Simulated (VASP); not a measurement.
Write the native input for VASP 6.6.1 that does the following.

```
Task                   : single point
Functional             : PBE
Potentials or basis    : VASP PAW PBE potentials, release 64 (Co, Si)
Cutoff                 : 520 eV
k mesh                 : 16 × 16 × 16
Occupations            : fermi-dirac, width 0.15 eV
Spin                   : no spin polarisation
Dipole correction      : no
Further INCAR settings : ALGO = Normal; EDIFF = 1e-07; NBANDS = 16
```

The structure of CoSi2 lies in POSCAR:

```
CoSi2
1.0
    0.0000000000      2.6809747392      2.6809747392
    2.6809747392      0.0000000000      2.6809747392
    2.6809747392      2.6809747392      0.0000000000
Co Si
1 2
Direct
    0.0000000000      0.0000000000      0.0000000000
    0.2500000000      0.2500000000      0.2500000000
    0.7500000000      0.7500000000      0.7500000000
```

The input as run:

INCAR

```
SYSTEM = CoSi2
ALGO = Normal
EDIFF = 1E-7
ENCUT = 520
GGA = PE
ISIF = 2
ISMEAR = -1
LASPH = .TRUE.
LCHARG = .FALSE.
LREAL = .FALSE.
LWAVE = .FALSE.
NBANDS = 16
NELM = 60
PREC = Accurate
SIGMA = 0.15
```

KPOINTS

```
k-points
0
G
  16 16 16
  0 0 0
```

Potentials or basis: VASP PAW PBE potentials, release 64 (Co, Si).

Run with:

```bash
$ cat potpaw_PBE.64/Co/POTCAR potpaw_PBE.64/Si/POTCAR > POTCAR
$ mpirun -np 1 vasp_std > vasp.out
```

Results of the run:

```json
{
 "Pressure": "-0.1 GPa"
}
```

Wall time 84 s on 1 thread of Intel(R) Xeon(R) Platinum 8259CL CPU @ 2.50GHz (Skylake/Cascade Lake), on a shared host, peak memory 0.22 GiB.
